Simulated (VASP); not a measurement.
# Ge (I4_1/amd) in VASP: notebook, part 2 of 2

VASP 6.6.1.

## Step 3: Single point, PBEsol

This run uses another cell than the first one, of 18.90 Å³/atom.

INCAR reads:

```
  ALGO = Normal
  EDIFF = 1E-7
  ENCUT = 520
  GGA = PS
  ISIF = 2
  ISMEAR = -1
  LASPH = True
  LCHARG = False
  LREAL = False
  LWAVE = False
  NBANDS = 21
  NELM = 80
  PREC = Accurate
  SIGMA = 0.15
```

KPOINTS reads:

```
k-points
0
Gamma
  14 14 14
```

POSCAR reads:

```
Ge
1.0
   -2.6002349000      2.6002349000      1.3974130000
    2.6002349000     -2.6002349000      1.3974130000
    2.6002349000      2.6002349000     -1.3974130000
Ge
2
Direct
    0.2500000000      0.7500000000      0.5000000000
    0.5000000000      0.5000000000      0.0000000000
```

Potentials or basis: VASP PAW PBE potentials, release 64 (Ge_d).

Command:

```console
$ cat potpaw_PBE.64/Ge_d/POTCAR > POTCAR
$ mpirun -np 1 vasp_std > vasp.out
```

OUTCAR:

```text
EDIFF = 1E-7
   ENCUT = 520
   GGA = PS
   ISIF = 2
   ISMEAR = -1
   LASPH = True
   LREAL = False
   NELM = 80
   PREC = Accurate

 ion  position               nearest neighbor table
   1  0.250  0.750  0.500-   2 2.69   2 2.69   2 2.69   2 2.69
   2  0.500  0.500  0.000-   1 2.69   1 2.69   1 2.69   1 2.69

  LATTYP: Found a body centered tetragonal cell.
 ALAT       =     5.2004698000
 C/A-ratio  =     0.5374179848

  Lattice vectors:

 A1 = (  -2.6002349000,   2.6002349000,   1.3974130000)
 A2 = (   2.6002349000,  -2.6002349000,   1.3974130000)
 A3 = (   2.6002349000,   2.6002349000,  -1.3974130000)

Analysis of symmetry for initial positions (statically):
=====================================================================
 Subroutine PRICEL returns:
 Original cell was already a primitive cell.

 Routine SETGRP: Setting up the symmetry group for a
 body centered tetragonal supercell.

 Subroutine GETGRP returns: Found 16 space group operations
 (whereof  8 operations were pure point group operations)
 out of a pool of 16 trial point group operations.

The static configuration has the point symmetry D_2d.
 The point group associated with its full space group is D_4h.

Analysis of symmetry for dynamics (positions and initial velocities):
=====================================================================
 Subroutine PRICEL returns:
 Original cell was already a primitive cell.

 Routine SETGRP: Setting up the symmetry group for a
 body centered tetragonal supercell.

 Subroutine GETGRP returns: Found 16 space group operations
 (whereof  8 operations were pure point group operations)
 out of a pool of 16 trial point group operations.

The dynamic configuration has the point symmetry D_2d.
 The point group associated with its full space group is D_4h.

 Subroutine INISYM returns: Found 16 space group operations
 (whereof  8 operations are pure point group operations),
 and found     1 'primitive' translations

----------------------------------------------------------------------------------------

                                     Primitive cell

  volume of cell :      37.7929

  direct lattice vectors                    reciprocal lattice vectors
    -2.600234900  2.600234900  1.397413000     0.000000000  0.192290320  0.357804028
     2.600234900 -2.600234900  1.397413000     0.192290320  0.000000000  0.357804028
     2.600234900  2.600234900 -1.397413000     0.192290320  0.192290320  0.000000000

  length of vectors
     3.933853856  3.933853856  3.933853856     0.406201046  0.406201046  0.271939578

  position of ions in fractional coordinates (direct lattice)
     0.250000000  0.750000000  0.500000000
     0.500000000  0.500000000  0.000000000

  ion indices of the primitive-cell ions
   primitive index   ion index
                 1           1
                 2           2

----------------------------------------------------------------------------------------

 KPOINTS: k-points

Automatic generation of k-mesh.
 Grid dimensions read from file:
 generate k-points for:   14   14   14

 Generating k-lattice:

  Cartesian coordinates                     Fractional coordinates (reciprocal lattice)
     0.000000000  0.013735023  0.025557431     0.071428571 -0.000000000  0.000000000
     0.013735023  0.000000000  0.025557431    -0.000000000  0.071428571  0.000000000
     0.013735023  0.013735023  0.000000000     0.000000000  0.000000000  0.071428571

  Length of vectors
     0.029014360  0.029014360  0.019424256

  Shift w.r.t. Gamma in fractional coordinates (k-lattice)
     0.000000000  0.000000000  0.000000000

 Subroutine IBZKPT returns following result:
 ===========================================

 Found    244 irreducible k-points:

 Following reciprocal coordinates:
            Coordinates               Weight
  0.000000  0.000000  0.000000      1.000000
  0.071429  0.000000  0.000000      8.000000
  0.142857  0.000000  0.000000      8.000000
  0.214286  0.000000  0.000000      8.000000
  0.285714  0.000000  0.000000      8.000000
  0.357143  0.000000 -0.000000      8.000000
[... 16 lines left out ...]
  0.214286  0.142857  0.000000     16.000000
  0.285714  0.142857  0.000000     16.000000
 [... further k-points ...]
   k-points           NKPTS =    244   k-points in BZ     NKDIM =    244   number of bands    NBANDS=     21
   number of dos      NEDOS =    301   number of ions     NIONS =      2
   total plane-waves  NPLWV =  27000
   dimension x,y,z NGX =    30 NGY =   30 NGZ =   30
   dimension x,y,z NGXF=    60 NGYF=   60 NGZF=   60
   ions per type =               2
   NGX,Y,Z   is equivalent  to a cutoff of  12.68, 12.68, 12.68 a.u.
   NGXF,Y,Z  is equivalent  to a cutoff of  25.36, 25.36, 25.36 a.u.
 SYSTEM =  unknown system
   PREC   = accura    normal or accurate (medium, high low for compatibility)
   ISTART =      0    job   : 0-new  1-cont  2-samecut
   ICHARG =      2    charge: 1-file 2-atom 10-const
   ISPIN  =      1    spin polarized calculation?
   LNONCOLLINEAR =      F non collinear calculations
   LSORBIT =      F    spin-orbit coupling
   LASPH  =      T    aspherical Exc in radial PAW
   ENCUT  =  520.0 eV  38.22 Ry    6.18 a.u.   7.31  7.31  7.31*2*pi/ulx,y,z
   NELM   =     80;   NELMIN=  2; NELMDL= -5     # of ELM steps
   EDIFF  = 0.1E-06   stopping-criterion for ELM
   LREAL  =      F    real-space projection
   EDIFFG = 0.1E-05   stopping-criterion for IOM
   NSW    =      0    number of steps for IOM
   IBRION =     -1    ionic relax: 0-MD 1-quasi-New 2-CG
   NFREE  =      0    steps in history (QN), initial steepest desc. (CG)
   ISIF   =      2    stress and relaxation
   ISYM   =      2    0-nonsym 1-usesym 2-fastsym
   POTIM  = 0.5000    time-step for ionic-motion
   TEBEG  =    0.0;   TEEND  =   0.0 temperature during run
   PSTRESS=    0.0 pullay stress
   NELECT =      28.0000    total number of electrons
   NUPDOWN=      -1.0000    fix difference up-down
   EMIN   =  10.00;   EMAX   =-10.00  energy-range for DOS
   EFERMI =   0.00;   METHOD = LEGACY
   ISMEAR =    -1;   SIGMA  =   0.15  broadening in eV -4-tet -1-fermi 0-gaus
   EFERMI_NEDOS =   21; number of points for ismear=-14 and -15
   IALGO  =     38    algorithm
   IMIX   =      4    mixing-type and parameters
     AMIX     =   0.40;   BMIX     =  1.00
     AMIX_MAG =   1.60;   BMIX_MAG =  1.00
  volume/ion in A,a.u.               =      18.90       127.52
  Fermi-wavevector in a.u.,A,eV,Ry     =   1.481349  2.799345 29.856574  2.194396
  Thomas-Fermi vector in A             =   2.595271
   LORBIT       =      0    0 simple, 1 ext, 2 COOP (PROOUT), +10 PAW based schemes
   GGA     = PS    functional components
   LHFCALC =     F    Hartree Fock is set to
   AEXX    =    0.0000 exact exchange contribution
   IVDW    =     0    specifies the selected vdW correction
   LEPSILON=     F    determine dielectric tensor
   LRPA    =     F    only Hartree local field effects (RPA)
 non-spin polarized calculation
  energy-cutoff  :      520.00
  volume of cell :       37.79
 maximum number of plane-waves:      1033
 NGX is ok and might be reduce to    30
   NGX = 15   NGY = 15   NGZ = 15

 number of electron      28.0000029 magnetization

 Free energy of the ion-electron system (eV)
  ---------------------------------------------------
  ext. energy  EPLUGINS =         0.00000000
  ---------------------------------------------------
  free energy    TOTEN  =        -9.55400382 eV

  energy without entropy =       -9.49040559  energy(sigma->0) =       -9.52220471

 E-fermi :   6.4168     XC(G=0): -11.3689

 val. band max:        6.4164519000   @ k =   0.3571   0.2143   0.0000
 cond. band min:       6.4205644711   @ k =   0.3571   0.0000  -0.0000
 fundamental gap:      0.0041125711
 Fermi energy:         6.4167876717

 k-point     1 :       0.0000    0.0000    0.0000
  band No.  band energies     occupation
      1     -18.2115      2.00000
      2     -18.1760      2.00000
      3     -18.1452      2.00000
      4     -18.1399      2.00000
      5     -18.0380      2.00000
      6     -18.0380      2.00000
[... 13 lines left out ...]
     20      17.7890      0.00000
     21      18.7921      0.00000
[... 529 lines left out ...]
 k-point    24 :       0.2857    0.1429    0.0000
  band No.  band energies     occupation
      1     -18.1793      2.00000
      2     -18.1245      2.00000
      3     -18.1015      2.00000
      4     -18.0964      2.00000
      5     -18.0781      2.00000
      6     -18.0739      2.00000
[... 13 lines left out ...]
     20      15.8063      0.00000
     21      17.1742      0.00000

 [... further k-points ...]

------------------------ aborting loop because EDIFF is reached ----------------------------------------

  FORCE on cell =-STRESS in cart. coord.  units (eV):
  Direction    XX          YY          ZZ          XY          YZ          ZX
  --------------------------------------------------------------------------------------
  -------------------------------------------------------------------------------------
  Total       -0.6099249     -0.6099249     -0.1918781      0.0000000      0.0000000      0.0000000
  in kB      -25.8569336    -25.8569336     -8.1344101      0.0000000      0.0000000      0.0000000
  external PRESSURE =     -19.9494257 kB  Pullay stress =       0.0000000 kB

 VOLUME and BASIS-vectors are now :
 -----------------------------------------------------------------------------
  energy-cutoff  :      520.00
  volume of cell :       37.79
      direct lattice vectors                 reciprocal lattice vectors
    -2.600234900  2.600234900  1.397413000     0.000000000  0.192290320  0.357804028
     2.600234900 -2.600234900  1.397413000     0.192290320  0.000000000  0.357804028
     2.600234900  2.600234900 -1.397413000     0.192290320  0.192290320  0.000000000

 POSITION                                       TOTAL-FORCE (eV/Angst)
 -----------------------------------------------------------------------------------
      2.60023      0.00000      0.69871         0.000000      0.000000     -0.000000
      0.00000      0.00000      1.39741        -0.000000     -0.000000      0.000000
 -----------------------------------------------------------------------------------
    total drift:                                0.000000     -0.000000      0.000000

  FREE ENERGIE OF THE ION-ELECTRON SYSTEM (eV)
  ---------------------------------------------------
  free  energy   TOTEN  =        -9.5540038209 eV

  energy  without entropy=       -9.4904055919  energy(sigma->0) =       -9.52220471
```

It took 81 s on 1 thread of Intel Xeon 6975P-C (Granite Rapids), shared host; peak memory 0.27 GiB.

Results:

- Free energy: -9.5540 eV
- Pressure: -2.0 GPa
- Band gap on the k mesh: zero (bands 14 and 15 overlap by 4.74 eV)

Stress tensor (GPa, compression positive):
```
-2.59  0.00  0.00
 0.00 -2.59  0.00
 0.00  0.00 -0.81
```

Levels at points of the mesh, in eV from the Fermi level:
```csv
k point,band 12,band 13,band 14,band 15,band 16,band 17
"(0.00, 0.00, 0.00)",-4.23,-2.31,-2.31,3.27,7.39,7.39
"(0.50, 0.00, 0.00)",-6.25,-2.65,-1.98,-1.23,2.53,3.51
"(0.50, 0.50, 0.00)",-10.45,0.59,0.59,1.78,1.78,7.62
"(0.50, 0.50, 0.50)",-8.85,-5.78,-5.78,6.32,6.32,10.67
```

Caveat: the PAW data sets were made with another functional, which shifts forces and pressure a little.
